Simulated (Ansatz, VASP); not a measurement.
# One calculation of Ge, two programs

```
Ge
1.0
    -2.00208   -3.46771    0.00000
     2.00208   -3.46771    0.00000
     0.00000    0.00000   17.64505
Ge
8
Cartesian
  0.0000 0.0000 2.0612
  0.0000 0.0000 4.5113
  0.0000 0.0000 8.6338
  0.0000 0.0000 11.0838
  0.0000 -4.6236 1.2375
  0.0000 -2.3118 5.3351
  0.0000 -2.3118 7.8100
  0.0000 -4.6236 11.9076
```

Alike in both runs: task single point; functional PBEsol; k mesh 11 × 11 × 3; occupations gaussian, width 0.15 eV; no spin polarisation.

|  | VASP | Ansatz |
| --- | --- | --- |
| version | VASP 6.6.1 | Ansatz 0.2.0 |
| potentials or method | VASP PAW PBE potentials, release 64 (Ge_d), cutoff 520 eV | scalar-relativistic, plane waves, PAW |
| valence electrons in the cell | 112 | 112 |

|  | VASP | Ansatz | Ansatz less VASP |
| --- | --- | --- | --- |
| gap on the k mesh at the Fermi level (eV) | none | none | - |
| rms of the force components (eV/Å) | 0.103 | 0.101 | -0.0016 |

VASP's potentials were made for PBE, not for PBEsol. Atom by atom the forces differ by 0.002 eV/Å (rms over components). A gap of «none» marks a metal or a gap that the smearing closes. With one functional, cell and mesh, what is left measures potentials, basis and numerics.
